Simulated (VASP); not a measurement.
Runs of VASP 6.6.1 on ZnS. The structure is that of space group F-43m (No. 216), or close to it. The cells are those of the table. 

| cell | gap on the mesh (eV) | pressure (GPa) |
| --- | --- | --- |
| a = 3.887 Å, angles 60.0°, 2 atoms | (b) | -1.8 |
| a = 3.810 Å, angles 60.0°, 2 atoms | (a) | 2.5 |
| a = 3.770 Å, angles 60.0°, 2 atoms | 2.29 | 5.1 |
| a = 3.730 Å, angles 60.0°, 2 atoms | (c) | 8.3 |

Alike in all rows: level PBE; potentials or basis VASP PAW PBE potentials, release 64 (Zn, S); no spin polarisation; k mesh 10 × 10 × 10.

Task: Estimate the missing entries.

Result: (a) 2.15; (b) 1.89; (c) 2.44.

Caveats: the cell stands under pressure (at least some runs).

